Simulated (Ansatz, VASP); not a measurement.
**Rh in VASP and in Ansatz**

```
Rh
1.0
     2.83377    0.00000    0.00000
    -1.41688    2.45412    0.00000
     0.00000    0.00000    9.24120
Rh
4
Cartesian
  -1.4169 2.4541 0.0000
  1.4169 2.4541 4.6206
  0.0000 1.6361 2.3103
  1.4169 0.8180 6.9309
```

Alike in both runs: task single point; functional BLYP; k mesh 15 × 15 × 4; occupations fermi-dirac, width 0.1 eV; no spin polarisation.

```csv
,VASP,Ansatz
version,VASP 6.6.1,Ansatz 0.2.0
potentials or method,"VASP PAW PBE potentials, release 64 (Rh_pv), cutoff 520 eV","plane waves (420 eV) with PAW, scalar-relativistic"
valence electrons in the cell,60,68
```

```tsv
	VASP	Ansatz	Ansatz less VASP
pressure (GPa)	-12.8	-13.2	-0.40
traceless stress, the component that is largest in VASP (GPa)	-0.11	-0.12	-0.003
```

VASP's potentials were made for PBE, not for BLYP. VASP's potentials hold 60 valence electrons a cell and Ansatz's 68, so a difference there can come from the potentials and not from the codes.
